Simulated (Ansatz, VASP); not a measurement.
Nb: VASP beside Ansatz

INCAR

```
SYSTEM = Nb
ALGO = Normal ; EDIFF = 1E-6
ENCUT = 520 ; GGA = PE
ISIF = 2 ; ISMEAR = -1
LASPH = .TRUE. ; LCHARG = .FALSE.
LREAL = .FALSE. ; LWAVE = .FALSE.
NBANDS = 12 ; NELM = 80
PREC = Accurate ; SIGMA = 0.08
```

Contents of KPOINTS:

```
k-points
0
G
  13 13 13
  0 0 0
```

POSCAR

```
Nb
1.0
    0.0000000000      2.1784500000      2.1150000000
    2.1784500000      0.0000000000      2.1150000000
    2.1784500000      2.1784500000      0.0000000000
Nb
1
Direct
    0.0000000000      0.0000000000      0.0000000000
```

Input for Ansatz:

```yaml
crystal:
  lattice:
    - [0.0, 2.17845, 2.115]
    - [2.17845, 0.0, 2.115]
    - [2.17845, 2.17845, 0.0]
  atoms:
    - { symbol: Nb, position: [0.0, 0.0, 0.0] }
kpoints:
  mp_grid: { grid: [13, 13, 13] }
  band_path:
    path:
      - [0.0, 0.0, 0.0]
      - [0.0, 0.5, 0.5]
      - [0.25, 0.75, 0.5]
      - [0.0, 0.5, 0.0]
      - [0.0, 0.0, 0.0]
      - [0.5, 0.5, 0.0]
      - [0.3826125, 0.6173875, 0.0]
      - [-0.3826125, 0.3826125, 0.0]
      - [0.0, 0.0, 0.0]
    npoints: 5
scf:
  occupations: { method: fermi_dirac, width: 0.08 }
hamiltonian:
  xc: pbe
  pseudopotentials: { kind: all_electron, lapw: { basis_error: 0.00025 } }
output:
  forces: true
  stress: true
  eigenvalues: true
```

Change from the starting cell: equal xx and yy strain of +3 %.

Alike in both runs: task single point; functional PBE; k mesh 13 × 13 × 13; occupations fermi-dirac, width 0.08 eV; no spin polarisation.

```csv
,VASP,Ansatz
version,VASP 6.6.1,Ansatz 0.2.0
potentials or method,"VASP PAW PBE potentials, release 64 (Nb_sv), cutoff 520 eV","all-electron LAPW, scalar-relativistic"
```

```tsv
	VASP	Ansatz	Ansatz less VASP
pressure (GPa)	-10.0	-9.8	+0.26
traceless stress, the component that is largest in VASP (GPa)	-4.15	-4.18	-0.033
```

Ansatz ran all-electron here, and VASP with PAW potentials.
